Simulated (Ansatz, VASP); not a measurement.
# Ir in VASP and in Ansatz

File INCAR:

```
ALGO = Fast
EDIFF = 1E-7
ENCUT = 520
GGA = PE
ISIF = 2
ISMEAR = 0
LASPH = T
LCHARG = F
LREAL = F
LWAVE = F
NBANDS = 16
NELM = 80
PREC = Accurate
SIGMA = 0.027000000000000003
```

KPOINTS

```
k-points
0
Gamma
  11 11 6
```

File POSCAR:

```
Ir
1.0
    2.7513778946      0.0000000000      0.0000000000
   -1.3756889473      2.3827631521      0.0000000000
    0.0000000000      0.0000000000      4.4622900000
Ir
2
Direct
    0.3333333333      0.6666666667      0.2500000000
    0.6666666667      0.3333333333      0.7500000000
```

input.yaml

```yaml
crystal:
  lattice:
    - [2.7513778946, 0.0, 0.0]
    - [-1.3756889473, 2.3827631521, 0.0]
    - [0.0, 0.0, 4.46229]
  atoms:
    - { symbol: Ir, position: [0.3333333333, 0.6666666667, 0.25] }
    - { symbol: Ir, position: [0.6666666667, 0.3333333333, 0.75] }
hamiltonian:
  xc: pbe
  pseudopotentials: { kind: paw }
kpoints:
  mp_grid: { grid: [11, 11, 6] }
scf:
  occupations: { method: gaussian, width: 0.027 }
output:
  forces: true
  stress: true
  eigenvalues: true
```

Alike in both runs: task single point; functional PBE; k mesh 11 × 11 × 6; occupations gaussian, width 0.027 eV; no spin polarisation.

```csv
,VASP,Ansatz
version,VASP 6.6.1,Ansatz 0.2.0
potentials or method,"VASP PAW PBE potentials, release 64 (Ir)",Ansatz PAW
plane-wave cutoff (eV),520,420
valence electrons in the cell,18,34
```

Ansatz gave:

* gap on the k mesh at the Fermi level (eV): none
* pressure (GPa): -1.4
* traceless stress, the component that is largest in VASP (GPa): 0.33

Task: What did VASP give for the same quantities?

Result: gap on the k mesh at the Fermi level (eV): none; pressure (GPa): -1.0; traceless stress, the component that is largest in VASP (GPa): 0.42.

A gap of «none» marks a metal or a gap that the smearing closes. With one functional, cell and mesh, what is left measures potentials, basis and numerics. VASP's potentials hold 18 valence electrons a cell and Ansatz's 34, so a difference there can come from the potentials and not from the codes.

Spin-orbit coupling is off throughout.
